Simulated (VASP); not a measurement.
Wanted: the native input for a VASP 6.6.1 run.

```
Task                   : relaxation of cell and atoms
Functional             : r2SCAN
Potentials or basis    : VASP PAW PBE potentials, release 64 (Mn_pv, O)
Cutoff                 : 660 eV
k mesh                 : 7 × 7 × 7
Occupations            : fermi-dirac, width 0.05 eV
Spin                   : collinear spin, ferromagnetic start
Starting moments       : [4.0, 0.0] μB
Dipole correction      : no
Further INCAR settings : ALGO = Normal; EDIFF = 1e-07; IBRION = 2; EDIFFG = -0.01; NSW = 80; ISIF = 3
```

MnO:

```xyz
2
Lattice="0.0000 2.2239 2.2239 2.2239 0.0000 2.2239 2.2239 2.2239 0.0000" Properties=species:S:1:pos:R:3 pbc="T T T"
Mn    0.0000    0.0000    0.0000
O     2.2239    2.2239    2.2239
```

The input as run:

POSCAR

```
MnO
1.0
    0.0000000000      2.2239077028      2.2239077028
    2.2239077028      0.0000000000      2.2239077028
    2.2239077028      2.2239077028      0.0000000000
Mn O
1 1
Direct
    0.0000000000      0.0000000000      0.0000000000
    0.5000000000      0.5000000000      0.5000000000
```

INCAR.step1

```
SYSTEM = MnO
PREC     = Accurate       ! precision mode
ENCUT    = 660            ! plane-wave cutoff, eV
ISMEAR   = -1             ! smearing method
SIGMA    = 0.05           ! smearing width, eV
LREAL    = .FALSE.        ! projectors in reciprocal space
LASPH    = .TRUE.         ! aspherical terms in the spheres
NELM     = 200            ! most SCF steps
ISPIN    = 2              ! spin polarisation
MAGMOM   = 4 0            ! initial moments
LMAXMIX  = 4              ! l up to which the mixer works
GGA      = PE             ! functional
ALGO     = Normal         ! electronic algorithm
EDIFF    = 1E-5           ! SCF threshold, eV
LWAVE    = .TRUE.         ! write WAVECAR
LCHARG   = .FALSE.        ! write CHGCAR
GGA_COMPAT= .FALSE.      
IBRION   = 2              ! ionic algorithm
ISIF     = 3              ! what is computed and relaxed
EDIFFG   = -0.005         ! ionic threshold
NELMIN   = 4            
NSW      = 100            ! ionic steps
```

INCAR.step2

```
SYSTEM = MnO
PREC     = Accurate       ! precision mode
ENCUT    = 660            ! plane-wave cutoff, eV
EDIFF    = 1E-7           ! SCF threshold, eV
ISMEAR   = -1             ! smearing method
SIGMA    = 0.05           ! smearing width, eV
LREAL    = .FALSE.        ! projectors in reciprocal space
LASPH    = .TRUE.         ! aspherical terms in the spheres
NELM     = 200            ! most SCF steps
ALGO     = Normal         ! electronic algorithm
ISIF     = 3              ! what is computed and relaxed
LWAVE    = .FALSE.        ! write WAVECAR
LCHARG   = .FALSE.        ! write CHGCAR
ISPIN    = 2              ! spin polarisation
MAGMOM   = 4 0            ! initial moments
LORBIT   = 11             ! projections on sites
LMAXMIX  = 4              ! l up to which the mixer works
METAGGA  = R2SCAN         ! meta-GGA
LMIXTAU  = .TRUE.       
IBRION   = 2              ! ionic algorithm
NSW      = 80             ! ionic steps
EDIFFG   = -0.01          ! ionic threshold
ISTART   = 1            
GGA_COMPAT= .FALSE.      
NELMIN   = 4
```

KPOINTS

```
regular mesh
0
G
  7 7 7
  0 0 0
```

Potentials or basis: VASP PAW PBE potentials, release 64 (Mn_pv, O).

Command:

```console
$ cat potpaw_PBE.64/Mn_pv/POTCAR potpaw_PBE.64/O/POTCAR > POTCAR
$ cp INCAR.step1 INCAR
$ mpirun -np 1 vasp_std > vasp.out
$ cp INCAR.step2 INCAR
$ mpirun -np 1 vasp_std > vasp.out
```

Results of the run:

| Quantity | Value |
| --- | --- |
| Pressure after relaxing | 0.1 GPa |
| Net moment | 5.00 μB per cell |
| Site moments | Mn +4.54; O +0.23 μB |
| Valence electrons inside the program's atomic spheres | Mn 11.34; O 5.03 |

Caveat: the relaxation stopped at its first step, so nothing moved; the PAW data sets were made with another functional, which shifts forces and pressure a little; a cell with one magnetic atom can't hold antiferromagnetic order, which such compounds often take.

Run time: 5.3 min on 1 thread of Intel Xeon 8259CL (shared host), peak memory 0.19 GiB.
